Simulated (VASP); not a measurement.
# Ta2N (P-31m) in VASP: electric field gradients with PBEsol

Aim: the electric field gradients of Ta2N with PBEsol.

Everything below comes from runs of VASP 6.6.1. Logs are shortened: lines on timing, memory, paths and dates and some standing lists are left out, and cuts for length are marked.

## 1. The cell of the first run

Symmetry: P-31m, No. 162, trigonal system. Conventional cell: a = 5.264 Å, b = 5.264 Å, c = 4.915 Å, α = 90.00°, β = 90.00°, γ = 120.00°. Within 2.8 Å of Ta (site symmetry m) lie 3 N at 2.13 to 2.15 Å. Within 2.8 Å of N (site symmetry 32) lie 6 Ta at 2.15 Å. N (site symmetry -3m) has 6 Ta at 2.13 Å within 2.8 Å.

## 2. Electric field gradients, PBEsol

File INCAR:

```
  ALGO = Fast
  EDIFF = 1E-8
  ENCUT = 520
  GGA = PS
  ISIF = 2
  ISMEAR = -1
  LASPH = True
  LCHARG = False
  LEFG = True
  LREAL = False
  LWAVE = False
  NBANDS = 50
  NELM = 80
  PREC = Accurate
  SIGMA = 0.15
```

File KPOINTS:

```
k-points
0
Gamma
  12 12 8
```

File POSCAR:

```
Ta2N
1.0
    5.2641314556      0.0000000000      0.0000000000
   -2.6320657278      4.5588715694      0.0000000000
    0.0000000000      0.0000000000      4.9145826380
Ta N
6 3
Direct
    0.6670348858      0.6670348858      0.7526441534
    0.0000000000      0.3329651142      0.7526441534
    0.3329651142      0.0000000000      0.7526441534
    0.3329651142      0.3329651142      0.2473558466
    0.0000000000      0.6670348858      0.2473558466
    0.6670348858      0.0000000000      0.2473558466
    0.6666666667      0.3333333333      0.5000000000
    0.3333333333      0.6666666667      0.5000000000
    0.0000000000      0.0000000000      0.0000000000
```

Potentials or basis: VASP PAW PBE potentials, release 64 (Ta_pv, N).

On the command line:

```bash
$ cat potpaw_PBE.64/Ta_pv/POTCAR potpaw_PBE.64/N/POTCAR > POTCAR
$ mpirun -np 1 vasp_std > vasp.out
```

OUTCAR:

```text
EDIFF = 1E-8
   ENCUT = 520
   GGA = PS
   ISIF = 2
   ISMEAR = -1
   LASPH = True
   LREAL = False
   NELM = 80
   PREC = Accurate

 ion  position               nearest neighbor table
   1  0.667  0.667  0.753-   9 2.13   7 2.15   8 2.15   6 3.00   5 3.00   4 3.00   2 3.04   3 3.04
                             6 3.04   5 3.04   3 3.04   2 3.04   2 3.04   3 3.04   4 3.04
   2  0.000  0.333  0.753-   9 2.13   7 2.15   8 2.15   6 3.00   4 3.00   5 3.00   1 3.04   3 3.04
                             6 3.04   4 3.04   3 3.04   1 3.04   1 3.04   3 3.04   5 3.04
   3  0.333  0.000  0.753-   9 2.13   8 2.15   7 2.15   5 3.00   4 3.00   6 3.00   2 3.04   1 3.04
                             5 3.04   4 3.04   2 3.04   1 3.04   1 3.04   2 3.04   6 3.04
   4  0.333  0.333  0.247-   9 2.13   8 2.15   7 2.15   3 3.00   2 3.00   1 3.00   5 3.04   6 3.04
                             3 3.04   2 3.04   6 3.04   5 3.04   5 3.04   6 3.04   1 3.04
   5  0.000  0.667  0.247-   9 2.13   8 2.15   7 2.15   3 3.00   1 3.00   2 3.00   4 3.04   6 3.04
                             3 3.04   1 3.04   6 3.04   4 3.04   4 3.04   6 3.04   2 3.04
   6  0.667  0.000  0.247-   9 2.13   7 2.15   8 2.15   2 3.00   1 3.00   3 3.00   5 3.04   4 3.04
                             2 3.04   1 3.04   5 3.04   4 3.04   4 3.04   5 3.04   3 3.04
   7  0.667  0.333  0.500-   6 2.15   2 2.15   5 2.15   3 2.15   1 2.15   4 2.15
   8  0.333  0.667  0.500-   3 2.15   5 2.15   2 2.15   6 2.15   4 2.15   1 2.15
   9  0.000  0.000  0.000-   1 2.13   2 2.13   4 2.13   5 2.13   3 2.13   6 2.13

  LATTYP: Found a hexagonal cell.
 ALAT       =     5.2641314556
 C/A-ratio  =     0.9335980075

  Lattice vectors:

 A1 = (   5.2641314556,   0.0000000000,   0.0000000000)
 A2 = (  -2.6320657278,   4.5588715694,   0.0000000000)
 A3 = (   0.0000000000,   0.0000000000,   4.9145826380)

Analysis of symmetry for initial positions (statically):
=====================================================================
 Subroutine PRICEL returns:
 Original cell was already a primitive cell.

 Routine SETGRP: Setting up the symmetry group for a
 hexagonal supercell.

 Subroutine GETGRP returns: Found 12 space group operations
 (whereof 12 operations were pure point group operations)
 out of a pool of 24 trial point group operations.

The static configuration has the point symmetry D_3d.

Analysis of symmetry for dynamics (positions and initial velocities):
=====================================================================
 Subroutine PRICEL returns:
 Original cell was already a primitive cell.

 Routine SETGRP: Setting up the symmetry group for a
 hexagonal supercell.

 Subroutine GETGRP returns: Found 12 space group operations
 (whereof 12 operations were pure point group operations)
 out of a pool of 24 trial point group operations.

The dynamic configuration has the point symmetry D_3d.

 Subroutine INISYM returns: Found 12 space group operations
 (whereof 12 operations are pure point group operations),
 and found     1 'primitive' translations

----------------------------------------------------------------------------------------

                                     Primitive cell

  volume of cell :     117.9426

  direct lattice vectors                    reciprocal lattice vectors
     5.264131456  0.000000000  0.000000000     0.189964861  0.109676264  0.000000000
    -2.632065728  4.558871569  0.000000000     0.000000000  0.219352527  0.000000000
     0.000000000  0.000000000  4.914582638     0.000000000  0.000000000  0.203476078

  length of vectors
     5.264131456  5.264131456  4.914582638     0.219352527  0.219352527  0.203476078

  position of ions in fractional coordinates (direct lattice)
     0.667034886  0.667034886  0.752644153
     1.000000000  0.332965114  0.752644153
     0.332965114  0.000000000  0.752644153
     0.332965114  0.332965114  0.247355847
     1.000000000  0.667034886  0.247355847
     0.667034886  0.000000000  0.247355847
     0.666666667  0.333333333  0.500000000
     0.333333333  0.666666667  0.500000000
     0.000000000  0.000000000  0.000000000

  ion indices of the primitive-cell ions
   primitive index   ion index
                 1           1
[... 95 lines left out ...]
   ISMEAR =    -1;   SIGMA  =   0.15  broadening in eV -4-tet -1-fermi 0-gaus
   EFERMI_NEDOS =   21; number of points for ismear=-14 and -15
   IALGO  =     68    algorithm
   IMIX   =      4    mixing-type and parameters
     AMIX     =   0.40;   BMIX     =  1.00
     AMIX_MAG =   1.60;   BMIX_MAG =  1.00
  volume/ion in A,a.u.               =      13.10        88.44
  Fermi-wavevector in a.u.,A,eV,Ry     =   1.444374  2.729471 28.384687  2.086216
  Thomas-Fermi vector in A             =   2.562676
   LORBIT       =      0    0 simple, 1 ext, 2 COOP (PROOUT), +10 PAW based schemes
   GGA     = PS    functional components
   LHFCALC =     F    Hartree Fock is set to
   AEXX    =    0.0000 exact exchange contribution
   IVDW    =     0    specifies the selected vdW correction
   LEPSILON=     F    determine dielectric tensor
   LRPA    =     F    only Hartree local field effects (RPA)
 non-spin polarized calculation
 RMM-DIIS sequential band-by-band and
  energy-cutoff  :      520.00
  volume of cell :      117.94
 maximum number of plane-waves:      3205
   NGX = 19   NGY = 19   NGZ = 19

 number of electron      81.0000003 magnetization

 Free energy of the ion-electron system (eV)
  ---------------------------------------------------
  ext. energy  EPLUGINS =         0.00000000
  ---------------------------------------------------
  free energy    TOTEN  =      -110.65566347 eV

  energy without entropy =     -110.41134612  energy(sigma->0) =     -110.53350480

 E-fermi :   7.4612     XC(G=0): -13.1743

 val. band max:        7.4579322437   @ k =   0.3333   0.2500   0.3750
 cond. band min:       7.4731181876   @ k =   0.3333   0.0833   0.5000
 fundamental gap:      0.0151859440
 Fermi energy:         7.4611935809

 k-point     1 :       0.0000    0.0000    0.0000
  band No.  band energies     occupation
      1     -28.2171      2.00000
      2     -27.8094      2.00000
      3     -27.6349      2.00000
      4     -27.6349      2.00000
      5     -27.6194      2.00000
      6     -27.6194      2.00000
[... 1261 lines left out ...]
     49      10.5628      0.00000
     50      11.1259      0.00000

 [... further k-points ...]

------------------------ aborting loop because EDIFF is reached ----------------------------------------

  FORCE on cell =-STRESS in cart. coord.  units (eV):
  Direction    XX          YY          ZZ          XY          YZ          ZX
  --------------------------------------------------------------------------------------
  -------------------------------------------------------------------------------------
  Total        0.4399646      0.4399646      0.4159699      0.0000000      0.0000000      0.0000000
  in kB        5.9766467      5.9766467      5.6506930      0.0000000      0.0000000      0.0000000
  external PRESSURE =       5.8679955 kB  Pullay stress =       0.0000000 kB

 VOLUME and BASIS-vectors are now :
 -----------------------------------------------------------------------------
  energy-cutoff  :      520.00
  volume of cell :      117.94
      direct lattice vectors                 reciprocal lattice vectors
     5.264131456  0.000000000  0.000000000     0.189964861  0.109676264  0.000000000
    -2.632065728  4.558871569  0.000000000     0.000000000  0.219352527  0.000000000
     0.000000000  0.000000000  4.914582638     0.000000000  0.000000000  0.203476078

 POSITION                                       TOTAL-FORCE (eV/Angst)
 -----------------------------------------------------------------------------------
      1.75568      3.04093      3.69893        -0.000731     -0.001266      0.017042
     -0.87639      1.51795      3.69893        -0.000731      0.001266      0.017042
      1.75277      0.00000      3.69893         0.001462     -0.000000      0.017042
      0.87639      1.51795      1.21565         0.000731      0.001266     -0.017042
     -1.75568      3.04093      1.21565         0.000731     -0.001266     -0.017042
      3.51136      0.00000      1.21565        -0.001462     -0.000000     -0.017042
      2.63207      1.51962      2.45729         0.000000     -0.000000      0.000000
     -0.00000      3.03925      2.45729         0.000000     -0.000000     -0.000000
      0.00000      0.00000      0.00000         0.000000     -0.000000      0.000000
 -----------------------------------------------------------------------------------
    total drift:                                0.000000     -0.000000      0.000000

  FREE ENERGIE OF THE ION-ELECTRON SYSTEM (eV)
  ---------------------------------------------------
  free  energy   TOTEN  =      -110.6556634690 eV

  energy  without entropy=     -110.4113461213  energy(sigma->0) =     -110.53350480

 Electric field gradients (V/A^2)
---------------------------------------------------------------------
 ion       V_xx      V_yy      V_zz      V_xy      V_xz      V_yz
---------------------------------------------------------------------
   1      17.212     1.435   -18.647   -13.663   -54.686   -94.719
   2      17.212     1.435   -18.647    13.664   -54.686    94.719
   3      -6.454    25.101   -18.647     0.000   109.372     0.000
   4      17.212     1.435   -18.647   -13.663   -54.686   -94.719
   5      17.212     1.435   -18.647    13.664   -54.686    94.719
   6      -6.454    25.101   -18.647     0.000   109.372     0.000
   7       0.956     0.955    -1.912    -0.000    -0.000    -0.000
   8       0.956     0.955    -1.912    -0.000    -0.000    -0.000
   9      -0.897    -0.898     1.795    -0.001    -0.000    -0.000
---------------------------------------------------------------------

 Electric field gradients after diagonalization (V/A^2)
 (convention: |V_zz| > |V_xx| > |V_yy|)
----------------------------------------------------------------------
 ion       V_xx      V_yy      V_zz     asymmetry (V_yy - V_xx)/ V_zz
----------------------------------------------------------------------
   1      96.992    25.101  -122.092       0.589
   2      96.991    25.101  -122.093       0.589
   3      96.991    25.101  -122.093       0.589
   4      96.992    25.101  -122.092       0.589
   5      96.991    25.101  -122.093       0.589
   6      96.991    25.101  -122.093       0.589
   7       0.956     0.955    -1.912       0.001
   8       0.956     0.955    -1.912       0.001
   9      -0.899    -0.896     1.795       0.001
----------------------------------------------------------------------

           NMR quadrupolar parameters

 Cq : quadrupolar parameter    Cq=e*Q*V_zz/h
 eta: asymmetry parameters     (V_yy - V_xx)/ V_zz
 Q  : nuclear electric quadrupole moment in mb (millibarn)
----------------------------------------------------------------------
 ion       Cq(MHz)       eta       Q (mb)
----------------------------------------------------------------------
   1      -0.295       0.589       1.000
   2      -0.295       0.589       1.000
   3      -0.295       0.589       1.000
   4      -0.295       0.589       1.000
   5      -0.295       0.589       1.000
   6      -0.295       0.589       1.000
   7      -0.005       0.001       1.000
   8      -0.005       0.001       1.000
   9       0.004       0.001       1.000
----------------------------------------------------------------------
```

Run time: 26 min. Hardware: 1 thread of Oxide Virtual Turin-like, shared host; peak memory 0.61 GiB.

What came out:

```
Free energy                             : -110.6557 eV
Pressure                                : 0.6 GPa
Largest force                           : 0.017 eV/Å
Band gap on the k mesh                  : zero (an odd number of electrons rules out a gap without spin polarisation)
Largest electric field gradient by atom : Ta -122.1; N -1.9, +1.8 (each value once) V/Å²
```

Forces on the atoms (eV/Å):
```
Ta  -0.001 -0.001  0.017
Ta  -0.001  0.001  0.017
Ta   0.001  0.000  0.017
Ta   0.001  0.001 -0.017
Ta   0.001 -0.001 -0.017
Ta  -0.001  0.000 -0.017
N    0.000  0.000  0.000
N    0.000  0.000  0.000
N    0.000  0.000  0.000
```

Levels at points of the mesh, in eV from the Fermi level:
```csv
k point,band 39,band 40,band 41,band 42,band 43,band 44
"(0.00, 0.00, 0.00)",-0.45,-0.45,-0.34,-0.10,-0.10,0.73
"(0.50, 0.00, 0.00)",-1.39,0.40,0.60,0.96,1.02,1.88
"(0.00, 0.00, 0.50)",-1.39,-1.39,-0.97,0.66,0.66,0.85
"(0.50, 0.00, 0.50)",-1.23,-0.73,-0.07,0.16,0.19,0.71
```

Electric field gradients, principal values (V/Å²):
| atom | least | middle | greatest (by size) |
| --- | --- | --- | --- |
| 1 Ta | 25.101 | 96.992 | -122.092 |
| 2 Ta | 25.101 | 96.991 | -122.093 |
| 3 Ta | 25.101 | 96.991 | -122.093 |
| 4 Ta | 25.101 | 96.992 | -122.092 |
| 5 Ta | 25.101 | 96.991 | -122.093 |
| 6 Ta | 25.101 | 96.991 | -122.093 |
| 7 N | 0.955 | 0.956 | -1.912 |
| 8 N | 0.955 | 0.956 | -1.912 |
| 9 N | -0.896 | -0.899 | 1.795 |

Caveat: without QUAD_EFG the Cq values of the log hold for a quadrupole moment of 1 mb, not for the nuclei; the PAW data sets were made with another functional, which shifts forces and pressure a little; spin-orbit coupling is left out, which moves the levels of the heavy elements.
